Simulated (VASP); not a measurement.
# CuO (C2/c) in VASP: settings compared

Aim: see how the results for CuO move with the level of theory and the settings. Levels: BLYP, PBEsol+D4, SVWN5, RPBE+D4. Tasks: relaxation of cell and atoms, single point.

All numbers are computed with VASP 6.6.1; they aren't measurements. Logs are shortened: lines on timing, memory, paths and dates and some standing lists are left out, and cuts for length are marked.

## (1) The cell of the first run

It takes space group C2/c (No. 15, monoclinic). The conventional cell has a = 4.684 Å, b = 3.423 Å, c = 5.129 Å, α = 90.00°, β = 99.54°, γ = 90.00°. Within 2.6 Å of Cu (site symmetry -1) lie 4 O at 1.95 to 1.96 Å. Within 3.0 Å of O (site symmetry 2) lie 6 Cu at 1.95 to 2.78 Å and 6 O at 2.62 to 2.90 Å.

## (2) Relaxation of cell and atoms, BLYP

INCAR

```
  PREC = Accurate
  ENCUT = 600
  EDIFF = 1E-6
  ISMEAR = -1
  SIGMA = 0.05
  LREAL = F
  LASPH = T
  NELM = 60
  ALGO = Normal
  ISIF = 3
  LWAVE = F
  LCHARG = F
  GGA = B5
  ALDAX = 1.0
  AGGAX = 1.0
  AGGAC = 1.0
  ALDAC = 0.0
  IBRION = 2
  NSW = 60
  EDIFFG = -0.01
```

KPOINTS

```
Automatic mesh
0
Gamma
  10 10 5
```

POSCAR

```
CuO
1.0
    2.3418500000     -1.7113000000      0.0000000000
    2.3418500000      1.7113000000      0.0000000000
   -0.8500274268      0.0000000000      5.0578693947
Cu O
2 2
Direct
    0.5000000000      0.0000000000      0.5000000000
    0.0000000000      0.5000000000      0.0000000000
    0.4184000000      0.5816000000      0.7500000000
    0.5816000000      0.4184000000      0.2500000000
```

Potentials or basis: VASP PAW PBE potentials, release 64 (Cu, O).

Started as:

```console
$ cat potpaw_PBE.64/Cu/POTCAR potpaw_PBE.64/O/POTCAR > POTCAR
$ mpirun -np 1 vasp_std > vasp.out
```

OUTCAR:

```text
PREC = Accurate
   ENCUT = 600
   EDIFF = 1E-6
   ISMEAR = -1
   LREAL = F
   LASPH = T
   NELM = 60
   ISIF = 3
   GGA = B5
   IBRION = 2
   NSW = 60
   EDIFFG = -0.01

 ion  position               nearest neighbor table
   1  0.500  0.000  0.500-   3 1.95   4 1.95   4 1.96   3 1.96
   2  0.000  0.500  0.000-   4 1.95   3 1.95   4 1.96   3 1.96
   3  0.418  0.582  0.750-   2 1.95   1 1.95   2 1.96   1 1.96
   4  0.582  0.418  0.250-   1 1.95   2 1.95   2 1.96   1 1.96

  LATTYP: Found a base centered monoclinic cell.
 ALAT       =     4.6837000000
 B/A-ratio  =     0.7307470589
 C/A-ratio  =     1.0950317057
 COS(beta)  =    -0.1657361228

  Lattice vectors:

 A1 = (   2.3418500000,  -1.7113000000,   0.0000000000)
 A2 = (   2.3418500000,   1.7113000000,   0.0000000000)
 A3 = (  -0.8500274268,   0.0000000000,   5.0578693947)

Analysis of symmetry for initial positions (statically):
=====================================================================
 Subroutine PRICEL returns:
 Original cell was already a primitive cell.

 Routine SETGRP: Setting up the symmetry group for a
 base centered monoclinic supercell.

 Subroutine GETGRP returns: Found  4 space group operations
 (whereof  2 operations were pure point group operations)
 out of a pool of  4 trial point group operations.

The static configuration has the point symmetry S_2 .
 The point group associated with its full space group is C_2h.

Analysis of symmetry for dynamics (positions and initial velocities):
=====================================================================
 Subroutine PRICEL returns:
 Original cell was already a primitive cell.

 Routine SETGRP: Setting up the symmetry group for a
 base centered monoclinic supercell.

 Subroutine GETGRP returns: Found  4 space group operations
 (whereof  2 operations were pure point group operations)
 out of a pool of  4 trial point group operations.

The dynamic configuration has the point symmetry S_2 .
 The point group associated with its full space group is C_2h.

 Subroutine INISYM returns: Found  4 space group operations
 (whereof  2 operations are pure point group operations),
 and found     1 'primitive' translations

----------------------------------------------------------------------------------------

                                     Primitive cell

  volume of cell :      40.5399

  direct lattice vectors                    reciprocal lattice vectors
     2.341850000 -1.711300000  0.000000000     0.213506416 -0.292175539  0.035881968
     2.341850000  1.711300000  0.000000000     0.213506416  0.292175539  0.035881968
    -0.850027427  0.000000000  5.057869395     0.000000000  0.000000000  0.197711709

  length of vectors
     2.900484289  2.900484289  5.128800000     0.363646877  0.363646877  0.197711709

  position of ions in fractional coordinates (direct lattice)
     0.500000000  0.000000000  0.500000000
     0.000000000  0.500000000  0.000000000
     0.418400000  0.581600000  0.750000000
     0.581600000  0.418400000  0.250000000

  ion indices of the primitive-cell ions
   primitive index   ion index
                 1           1
                 2           2
                 3           3
                 4           4

----------------------------------------------------------------------------------------

 KPOINTS: Automatic mesh

Automatic generation of k-mesh.
 Grid dimensions read from file:
 generate k-points for:   10   10    5

 Generating k-lattice:

  Cartesian coordinates                     Fractional coordinates (reciprocal lattice)
     0.021350642 -0.029217554  0.003588197     0.100000000  0.000000000  0.000000000
     0.021350642  0.029217554  0.003588197     0.000000000  0.100000000  0.000000000
     0.000000000  0.000000000  0.039542342     0.000000000  0.000000000  0.200000000

  Length of vectors
     0.036364688  0.036364688  0.039542342

  Shift w.r.t. Gamma in fractional coordinates (k-lattice)
     0.000000000  0.000000000  0.000000000

 Subroutine IBZKPT returns following result:
[... 43 lines left out ...]
   LRPA    =     F    only Hartree local field effects (RPA)
 conjugate gradient relaxation of ions
 non-spin polarized calculation
  energy-cutoff  :      600.00
  volume of cell :       40.54
 maximum number of plane-waves:      1364
   NGX = 11   NGY = 11   NGZ = 21

--------------------------------------- Ionic step        1  -------------------------------------------

 number of electron      33.9999983 magnetization

 Free energy of the ion-electron system (eV)
  ---------------------------------------------------
  ext. energy  EPLUGINS =         0.00000000
  ---------------------------------------------------
  free energy    TOTEN  =       -17.92432555 eV

  energy without entropy =      -17.90509483  energy(sigma->0) =      -17.91471019

------------------------ aborting loop because EDIFF is reached ----------------------------------------

  FORCE on cell =-STRESS in cart. coord.  units (eV):
  Direction    XX          YY          ZZ          XY          YZ          ZX
  --------------------------------------------------------------------------------------
  -------------------------------------------------------------------------------------
  Total        3.3057709      3.4558574      3.3072505      0.0000000      0.0000000     -0.3477191
  in kB      130.6473191    136.5788859    130.7057939      0.0000000      0.0000000    -13.7422017
  external PRESSURE =     132.6439996 kB  Pullay stress =       0.0000000 kB
[... 95 lines left out ...]
  FREE ENERGIE OF THE ION-ELECTRON SYSTEM (eV)
  ---------------------------------------------------
  free  energy   TOTEN  =       -18.0527414954 eV

  energy  without entropy=      -18.0326384816  energy(sigma->0) =      -18.04268999

 E-fermi :   4.5043     XC(G=0): -10.5205

 val. band max:        4.4962793412   @ k =  -0.1000  -0.1000   0.4000
 cond. band min:       4.5089679277   @ k =   0.3000   0.1000   0.0000
 fundamental gap:      0.0126885864
 Fermi energy:         4.5042675263

 k-point     1 :       0.0000    0.0000    0.0000
  band No.  band energies     occupation
      1     -14.6741      2.00000
      2     -13.4990      2.00000
      3      -2.9508      2.00000
      4      -0.5678      2.00000
      5      -0.4599      2.00000
      6       1.0830      2.00000
[... 565 lines left out ...]
     20      10.1921      0.00000
     21      13.2743      0.00000

 [... further k-points ...]

[... ionic steps 4 to 20 ...]

--------------------------------------- Ionic step       21  -------------------------------------------

 number of electron      34.0000029 magnetization

------------------------ aborting loop because EDIFF is reached ----------------------------------------
[... 71 lines left out ...]
--------------------------------------- Ionic step       23  -------------------------------------------

 number of electron      34.0000028 magnetization

 Free energy of the ion-electron system (eV)
  ---------------------------------------------------
  ext. energy  EPLUGINS =         0.00000000
  ---------------------------------------------------
  free energy    TOTEN  =       -18.29103026 eV

  energy without entropy =      -18.26989230  energy(sigma->0) =      -18.28046128

 E-fermi :   4.5787     XC(G=0): -10.5526

 val. band max:        4.5682973450   @ k =  -0.1000  -0.1000   0.4000
 cond. band min:       4.5825731057   @ k =   0.3000   0.1000   0.0000
 fundamental gap:      0.0142757607
 Fermi energy:         4.5787330711

 k-point     1 :       0.0000    0.0000    0.0000
  band No.  band energies     occupation
      1     -14.6495      2.00000
      2     -13.4626      2.00000
      3      -2.9330      2.00000
      4      -0.5307      2.00000
      5      -0.4249      2.00000
      6       1.1256      2.00000
[... 565 lines left out ...]
     20      10.2665      0.00000
     21      13.4007      0.00000

 [... further k-points ...]

------------------------ aborting loop because EDIFF is reached ----------------------------------------

  FORCE on cell =-STRESS in cart. coord.  units (eV):
  Direction    XX          YY          ZZ          XY          YZ          ZX
  --------------------------------------------------------------------------------------
  -------------------------------------------------------------------------------------
  Total        0.0326442      0.0161510      0.0202849      0.0000000      0.0000000     -0.0047834
  in kB        1.1242651      0.5562379      0.6986105      0.0000000      0.0000000     -0.1647399
  external PRESSURE =       0.7930378 kB  Pullay stress =       0.0000000 kB
[... 19 lines left out ...]
  FREE ENERGIE OF THE ION-ELECTRON SYSTEM (eV)
  ---------------------------------------------------
  free  energy   TOTEN  =       -18.2910302625 eV

  energy  without entropy=      -18.2698923028  energy(sigma->0) =      -18.28046128

 reached required accuracy - stopping structural energy minimisation
```

Run time: 48 min. Hardware: 1 thread of Intel Xeon 8259CL, shared host; peak memory 0.28 GiB.

Results:

| Property | Result |
| --- | --- |
| Free energy | -18.2910 eV |
| Relaxed volume | 11.63 Å³/atom |
| Relaxed cell | a = 2.989 Å, b = 2.989 Å, c = 5.216 Å, α = 90.11°, β = 90.11°, γ = 86.90° |
| Space group after relaxing (to 0.1 Å) | Cccm (No. 66) |
| Energy gained by relaxing | 91.7 meV/atom |
| Ionic steps | 23 |
| Pressure after relaxing | 0.1 GPa |
| Band gap on the k mesh | zero (bands 17 and 18 overlap by 0.82 eV) |

The path:
```csv
step,energy change (eV),largest force (eV/Å),pressure (GPa),volume (Å³)
1,0.0000,0.1752,13.26,40.54
2,-0.0974,0.4567,-5.49,45.66
3,-0.1284,0.3661,-0.20,43.84
4,-0.1539,0.3265,-0.21,44.11
5,-0.2081,0.1847,0.04,44.88
6,-0.1963,0.1647,1.12,46.26
7,-0.2248,0.0309,0.55,45.49
8,-0.2482,0.0443,-0.04,45.89
9,-0.3007,0.0614,-1.86,47.04
10,-0.3012,0.0123,-6.19,49.02
11,-0.3196,0.0332,-3.26,47.80
12,-0.3533,0.0109,0.09,46.58
13,-0.3557,0.0114,1.23,46.18
14,-0.3621,0.0480,0.11,46.45
15,-0.3622,0.0550,-0.06,46.49
16,-0.3630,0.0500,-0.14,46.48
17,-0.3649,0.0399,0.10,46.46
18,-0.3664,0.0193,0.26,46.40
19,-0.3659,0.0126,-0.89,46.81
20,-0.3666,0.0069,-0.24,46.56
21,-0.3666,0.0076,-0.21,46.54
22,-0.3663,0.0250,0.27,46.48
23,-0.3667,0.0014,0.08,46.52
```

Final structure:
```yaml
crystal:
  lattice:
    - [2.16288, -2.05532, 0.16971]
    - [2.16288, 2.05532, 0.16971]
    - [-0.42127, 0.00000, 5.19940]
  atoms:
    - { symbol: Cu, position: [0.50000, 0.00000, 0.50000] }
    - { symbol: Cu, position: [0.00000, 0.50000, 0.00000] }
    - { symbol: O, position: [0.49954, 0.50046, 0.75000] }
    - { symbol: O, position: [0.50046, 0.49954, 0.25000] }
```

Caveat: the PAW data sets were made with another functional, which shifts forces and pressure a little; semilocal functionals often make such compounds metallic where correlation or magnetic order opens a gap, which also shifts bond lengths.

## (3) Single point, PBEsol+D4

This run uses another cell than the first one, of 10.34 Å³/atom.

INCAR

```
SYSTEM = CuO
  PREC = Accurate
  ENCUT = 820
  EDIFF = 1E-6
  ISMEAR = -1
  SIGMA = 0.05
  LREAL = .False.
  LASPH = .True.
  NELM = 120
  ALGO = Normal
  ISIF = 2
  LWAVE = .False.
  LCHARG = .False.
  GGA = PS
  IVDW = 13
  NBANDS = 33
  GGA_COMPAT = .False.
```

KPOINTS

```
Automatic mesh
0
Gamma
  10 10 5
  0 0 0
```

POSCAR

```
CuO
1.0
    2.3573593924     -1.7226334429      0.0000000000
    2.3573593924      1.7226334429      0.0000000000
   -0.8556569116      0.0000000000      5.0913661947
Cu O
2 2
Direct
    0.5000000000      0.0000000000      0.5000000000
    0.0000000000      0.5000000000      0.0000000000
    0.4184000000      0.5816000000      0.7500000000
    0.5816000000      0.4184000000      0.2500000000
```

Potentials or basis: VASP PAW PBE potentials, release 64 (Cu_sv_GW, O).

Started as:

```console
$ cat potpaw_PBE.64/Cu_sv_GW/POTCAR potpaw_PBE.64/O/POTCAR > POTCAR
$ mpirun -np 1 vasp_std > vasp.out
```

Wall time 4.6 min (1 thread of Intel Xeon Platinum 8375C at 2.90GHz (Ice Lake), shared host); peak memory 0.46 GiB.

It converged, with:

| Quantity | Value |
| --- | --- |
| Free energy | -22.2223 eV |
| Pressure | -9.2 GPa |
| Largest force | 0.411 eV/Å |
| Band gap on the k mesh | zero (bands 25 and 26 overlap by 0.60 eV) |
| Dispersion energy per atom | -0.178 eV |

Forces in eV/Å, atoms in the order of the input:
```
Cu   0.000  0.000  0.000
Cu   0.000  0.000  0.000
O    0.000 -0.411  0.000
O    0.000  0.411  0.000
```

Stress tensor (GPa, compression positive):
```
 -9.85   0.00  -0.05
  0.00  -6.06   0.00
 -0.05   0.00 -11.71
```

Levels at points of the mesh, in eV from the Fermi level:
```tsv
k point	band 21	band 22	band 23	band 24	band 25	band 26	band 27	band 28	band 29	band 30
(0.00, 0.00, 0.00)	-2.31	-2.14	-2.09	-1.60	0.21	0.93	1.56	5.83	7.95	13.11
(0.50, 0.00, 0.00)	-1.97	-1.54	-1.46	-1.37	0.00	0.26	4.72	6.07	6.77	10.86
(0.50, 0.50, 0.00)	-2.06	-2.06	-1.64	-1.17	-0.63	1.05	3.23	6.88	8.34	9.76
```

Caveat: the stress differs along the axes, from -12 to -6 GPa; the PAW data sets were made with another functional, which shifts forces and pressure a little; semilocal functionals often make such compounds metallic where correlation or magnetic order opens a gap, which also shifts bond lengths. With open d or f shells a metallic result of PBEsol can be an artefact of self-interaction; +U or a hybrid may open a gap.

## (4) Single point, SVWN5

INCAR

```
SYSTEM = CuO
  ALGO = Normal
  EDIFF = 1E-6
  ENCUT = 820
  GGA = VW
  GGA_COMPAT = .FALSE.
  ISIF = 2
  ISMEAR = -1
  LASPH = .TRUE.
  LCHARG = .FALSE.
  LREAL = .FALSE.
  LWAVE = .FALSE.
  NBANDS = 33
  NELM = 120
  PREC = Accurate
  SIGMA = 0.05
```

KPOINTS

```
k-points
0
G
  10 10 5
  0 0 0
```

POSCAR

```
CuO
1.0
    2.3418500000     -1.7113000000      0.0000000000
    2.3418500000      1.7113000000      0.0000000000
   -0.8500274268      0.0000000000      5.0578693947
Cu O
2 2
Direct
    0.5000000000      0.0000000000      0.5000000000
    0.0000000000      0.5000000000      0.0000000000
    0.4184000000      0.5816000000      0.7500000000
    0.5816000000      0.4184000000      0.2500000000
```

Started as:

```console
$ cat potpaw_PBE.64/Cu_sv_GW/POTCAR potpaw_PBE.64/O/POTCAR > POTCAR
$ mpirun -np 1 vasp_std > vasp.out
```

Wall time 6.2 min (1 thread of AMD EPYC 7R13 (Zen 3), shared host); peak memory 0.41 GiB.

The run converged. Its results:

* Free energy: -22.9200 eV
* Pressure: -10.3 GPa
* Largest force: 0.460 eV/Å
* Band gap on the k mesh: zero (bands 25 and 26 overlap by 0.60 eV)

Forces on the atoms (eV/Å):
```
Cu   0.000  0.000  0.000
Cu   0.000  0.000  0.000
O    0.000 -0.460  0.000
O    0.000  0.460  0.000
```

Stress tensor (GPa, compression positive):
```
-11.29   0.00   0.29
  0.00  -6.41   0.00
  0.29   0.00 -13.17
```

Levels at points of the mesh, in eV from the Fermi level:
| k point | band 22 | band 23 | band 24 | band 25 | band 26 | band 27 | band 28 | band 29 |
| --- | --- | --- | --- | --- | --- | --- | --- | --- |
| (0.00, 0.00, 0.00) | -2.21 | -2.16 | -1.64 | 0.22 | 0.95 | 1.70 | 5.92 | 8.03 |
| (0.50, 0.00, 0.00) | -1.58 | -1.50 | -1.40 | 0.00 | 0.25 | 4.70 | 6.18 | 6.84 |
| (0.50, 0.50, 0.00) | -2.13 | -1.67 | -1.21 | -0.65 | 1.07 | 3.21 | 6.90 | 8.36 |

Caveat: the stress differs along the axes, from -13 to -6 GPa; the PAW data sets were made with another functional, which shifts forces and pressure a little; semilocal functionals often make such compounds metallic where correlation or magnetic order opens a gap, which also shifts bond lengths.

## (5) Single point, RPBE+D4

This run uses another cell than the first one, of 10.34 Å³/atom.

INCAR

```
PREC = Accurate
ENCUT = 820
EDIFF = 1E-6
ISMEAR = -1
SIGMA = 0.05
LREAL = False
LASPH = True
NELM = 120
ALGO = Normal
ISIF = 2
LWAVE = False
LCHARG = False
GGA = RP
IVDW = 13
NBANDS = 33
GGA_COMPAT = False
```

KPOINTS

```
regular mesh
0
Gamma
  10 10 5
```

POSCAR

```
CuO
1.0
    2.3573593924     -1.7226334429      0.0000000000
    2.3573593924      1.7226334429      0.0000000000
   -0.8556569116      0.0000000000      5.0913661947
Cu O
2 2
Direct
    0.5000000000      0.0000000000      0.5000000000
    0.0000000000      0.5000000000      0.0000000000
    0.4184000000      0.5816000000      0.7500000000
    0.5816000000      0.4184000000      0.2500000000
```

Started as:

```console
$ cat potpaw_PBE.64/Cu_sv_GW/POTCAR potpaw_PBE.64/O/POTCAR > POTCAR
$ mpirun -np 1 vasp_std > vasp.out
```

It took 6.6 min on 1 thread of AMD EPYC 7R13 (Zen 3), shared host; peak memory 0.43 GiB.

The run converged. Its results:

* Free energy: -20.6473 eV
* Pressure: -2.3 GPa
* Largest force: 0.238 eV/Å
* Band gap on the k mesh: zero (bands 25 and 26 overlap by 0.59 eV)
* Dispersion energy per atom: -0.675 eV

Forces in eV/Å, atoms in the order of the input:
```
Cu   0.000  0.000  0.000
Cu   0.000  0.000  0.000
O    0.000 -0.238  0.000
O    0.000  0.238  0.000
```

Stress tensor (GPa, compression positive):
```
-2.40  0.00 -1.25
 0.00 -1.57  0.00
-1.25  0.00 -3.04
```

Levels at points of the mesh, in eV from the Fermi level:
```
           k point  band 22  band 23  band 24  band 25  band 26  band 27  band 28  band 29
(0.00, 0.00, 0.00)    -2.17    -2.11    -1.63     0.20     0.92     1.65     6.03     8.07
(0.50, 0.00, 0.00)    -1.58    -1.49    -1.39     0.01     0.25     4.90     6.25     6.88
(0.50, 0.50, 0.00)    -2.07    -1.63    -1.20    -0.66     1.05     3.41     7.06     8.50
```

Caveat: the PAW data sets were made with another functional, which shifts forces and pressure a little; semilocal functionals often make such compounds metallic where correlation or magnetic order opens a gap, which also shifts bond lengths.

## (6) Overview

```csv
task,level,potentials or basis,cell,cutoff (eV),gap on the mesh (eV),pressure (GPa),largest force (eV/Å)
relaxation of cell and atoms,BLYP,"VASP PAW PBE potentials, release 64 (Cu, O)","relaxed from a = 2.900, b = 2.900, c = 5.129 Å, angles 97.7, 97.7, 72.3°, 4 atoms",600,none,0.1,-
single point,PBEsol+D4,"VASP PAW PBE potentials, release 64 (Cu_sv_GW, O)","a = 2.920, b = 2.920, c = 5.163 Å, angles 97.7, 97.7, 72.3°, 4 atoms",820,none,-9.2,0.41
single point,SVWN5,"VASP PAW PBE potentials, release 64 (Cu_sv_GW, O)","a = 2.900, b = 2.900, c = 5.129 Å, angles 97.7, 97.7, 72.3°, 4 atoms",820,none,-10.3,0.46
single point,RPBE+D4,"VASP PAW PBE potentials, release 64 (Cu_sv_GW, O)","a = 2.920, b = 2.920, c = 5.163 Å, angles 97.7, 97.7, 72.3°, 4 atoms",820,none,-2.3,0.24
```

Alike in all rows: no spin polarisation; k mesh 10 × 10 × 5; smearing fermi-dirac 0.05 eV.

Caveats: the PAW data sets were made with another functional, which shifts forces and pressure a little; semilocal functionals often make such compounds metallic where correlation or magnetic order opens a gap, which also shifts bond lengths; the stress differs along the axes, from -12 to -6 GPa (at least some runs); the stress differs along the axes, from -13 to -6 GPa (at least some runs).

Absolute energies hang on the potentials; compare differences alone.
